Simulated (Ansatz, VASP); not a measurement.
## One calculation of Ta2N, two programs

```
Ta N
1.0
     3.04932    0.00000    0.00000
    -1.52466    2.64079    0.00000
     0.00000    0.00000    4.77043
Ta N
2 1
Direct
  0.33333 0.66667 0.25471
  0.66667 0.33333 0.74529
  0.00000 0.00000 0.00000
```

Alike in both runs: task single point; functional LDA; k mesh 10 × 10 × 6; occupations fermi-dirac, width 0.05 eV; no spin polarisation.

```csv
,VASP,Ansatz
version,VASP 6.6.1,Ansatz 0.2.0
potentials or method,"VASP PAW LDA potentials, release 64 (Ta_sv_GW, N)",Ansatz PAW
plane-wave cutoff (eV),600,420
valence electrons in the cell,31,31
```

Ansatz gave:

```
gap on the k mesh at the Fermi level (eV)                     : none
pressure (GPa)                                                : 3.5
traceless stress, the component that is largest in VASP (GPa) : 0.41
rms of the force components (eV/Å)                            : 0.036
```

Task: Estimate VASP's values.

Result: gap on the k mesh at the Fermi level (eV): none; pressure (GPa): 4.5; traceless stress, the component that is largest in VASP (GPa): 0.30; rms of the force components (eV/Å): 0.017.

LDA's correlation is that of Perdew and Zunger in VASP and of Perdew and Wang (1992) in Ansatz. Atom by atom the forces differ by 0.020 eV/Å (rms over components). A gap of «none» marks a metal or a gap that the smearing closes.

Neither program's run includes spin-orbit coupling.
